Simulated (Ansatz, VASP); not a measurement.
One calculation of GaP, two programs

The input INCAR:

```
SYSTEM = GaP
PREC = Accurate ; ENCUT = 520
EDIFF = 1E-6 ; ISMEAR = 0
SIGMA = 0.05 ; LREAL = .FALSE.
LASPH = .TRUE. ; NELM = 100
ALGO = Normal ; ISIF = 2
LWAVE = .FALSE. ; LCHARG = .FALSE.
GGA = PS ; NBANDS = 16
```

Contents of KPOINTS:

```
Automatic mesh
0
G
  10 10 10
  0 0 0
```

File POSCAR:

```
GaP
1.0
    0.0000000000      2.7372524376      2.7372524376
    2.7372524376      0.0000000000      2.7372524376
    2.7372524376      2.7372524376      0.0000000000
Ga P
1 1
Direct
    0.0000000000      0.0000000000      0.0000000000
    0.7500000000      0.7500000000      0.7500000000
```

Input for Ansatz:

```yaml
crystal:
  lattice:
    - [0.0, 2.7372524376, 2.7372524376]
    - [2.7372524376, 0.0, 2.7372524376]
    - [2.7372524376, 2.7372524376, 0.0]
  atoms:
    - { symbol: Ga, position: [0.0, 0.0, 0.0] }
    - { symbol: P, position: [0.75, 0.75, 0.75] }
basis:
  ecutwfc: 420
  ecutrho_ratio: 4
kpoints:
  mp_grid: { grid: [10, 10, 10] }
hamiltonian:
  xc: pbesol
scf:
  occupations: { method: gaussian, width: 0.05 }
output:
  forces: true
  stress: true
  eigenvalues: true
```

Alike in both runs: task single point; functional PBEsol; k mesh 10 × 10 × 10; occupations gaussian, width 0.05 eV; no spin polarisation.

```csv
,VASP,Ansatz
version,VASP 6.6.1,Ansatz 0.2.0
potentials or method,"VASP PAW PBE potentials, release 64 (Ga_d, P), cutoff 520 eV","scalar-relativistic, plane waves, PAW"
valence electrons in the cell,18,18
```

|  | VASP | Ansatz | Ansatz less VASP |
| --- | --- | --- | --- |
| gap on the k mesh at the Fermi level (eV) | 1.50 | 1.50 | -0.001 |
| least direct gap on the mesh (eV) | 1.64 | 1.64 | -0.006 |
| pressure (GPa) | -1.7 | -1.6 | +0.08 |

VASP's potentials were made for PBE, not for PBEsol.
